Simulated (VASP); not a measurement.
MgBe2F4:

```
Mg Be F
1.0
     2.62963   -4.61836    0.00000
     2.62963    4.61836    0.00000
     0.00000    0.00000    4.97981
Mg Be F
2 4 8
Cartesian
  1.3148 2.3092 0.0000
  1.3148 -2.3092 0.0000
  2.6296 -2.3092 1.7699
  2.6296 2.3092 3.2099
  0.0000 0.0000 0.0000
  2.6296 0.0000 0.0000
  1.3148 2.3092 2.4899
  1.3148 -2.3092 2.4899
  2.6296 -3.4638 0.8849
  2.6296 -1.1546 0.8849
  2.6296 3.4638 4.0949
  2.6296 1.1546 4.0949
  1.3148 0.0000 0.0000
  3.9444 0.0000 0.0000
```

The cell was generated, and may not be a known phase.

| Property | Result |
| --- | --- |
| Program | VASP 6.6.1 |
| Task | relaxation of cell and atoms |
| Functional | PBE |
| Potentials or basis | VASP PAW PBE potentials, release 64 (Mg, Be, F) |
| Cutoff | 600 eV |
| k mesh | 4 × 4 × 4 |
| Occupations | gaussian, width 0.1 eV |
| Spin | no spin polarisation |

At the start: pressure 86.2 GPa; volume 8.64 Å³/atom.

**Question.** How do energy, volume and symmetry change on relaxing?

**Answer.** Over 19 steps the energy falls by 1234.4 meV/atom and the volume is 12.58 Å³/atom (+45.6 %); space group Cmme (No. 67, to 0.1 Å) before and after.

The path:
```tsv
step	energy change (eV)	largest force (eV/Å)	pressure (GPa)	volume (Å³)
1	0.0000	5.9645	86.16	120.96
2	-14.2609	0.5398	-14.74	221.24
3	-16.1106	1.5674	0.50	183.97
4	-16.1254	1.4501	-0.70	186.24
5	-16.5711	0.7952	-0.78	186.13
6	-16.7218	0.7914	-0.42	185.89
7	-16.8939	0.5554	0.02	184.81
8	-17.0189	0.6201	0.98	183.11
9	-17.1317	0.3797	-1.06	185.52
10	-17.1538	0.2333	-2.41	187.17
11	-17.2254	0.1609	-1.20	183.41
12	-17.2416	0.2061	-0.28	180.68
13	-17.2569	0.1092	-0.22	179.63
14	-17.2711	0.1072	-0.09	177.58
15	-17.2715	0.1403	-0.03	177.15
16	-17.2791	0.0601	0.03	176.04
17	-17.2792	0.0558	0.02	176.14
18	-17.2801	0.0423	-0.06	176.13
19	-17.2810	0.0232	-0.23	176.11
```

Final structure:
```cif
data_structure
_symmetry_space_group_name_H-M 'P 1'
_symmetry_Int_Tables_number 1
_cell_length_a 5.6639
_cell_length_b 5.6639
_cell_length_c 5.9946
_cell_angle_alpha 90.000
_cell_angle_beta 90.000
_cell_angle_gamma 113.683
_cell_volume 176.11
loop_
_atom_site_label
_atom_site_type_symbol
_atom_site_fract_x
_atom_site_fract_y
_atom_site_fract_z
_atom_site_occupancy
Mg1 Mg 0.00000 0.50000 0.00000 1
Mg2 Mg 0.50000 0.00000 0.00000 1
Be1 Be 0.75000 0.25000 0.41480 1
Be2 Be 0.25000 0.75000 0.58520 1
Be3 Be 0.00000 0.00000 0.00000 1
Be4 Be 0.50000 0.50000 0.00000 1
F1 F 0.00000 0.50000 0.50000 1
F2 F 0.50000 0.00000 0.50000 1
F3 F 0.89033 0.10967 0.26573 1
F4 F 0.60967 0.39033 0.26573 1
F5 F 0.10967 0.89033 0.73427 1
F6 F 0.39033 0.60967 0.73427 1
F7 F 0.25000 0.25000 0.00000 1
F8 F 0.75000 0.75000 0.00000 1
```

Caveat: the volume moved by over 15 % at a fixed basis, so the end points are rough.
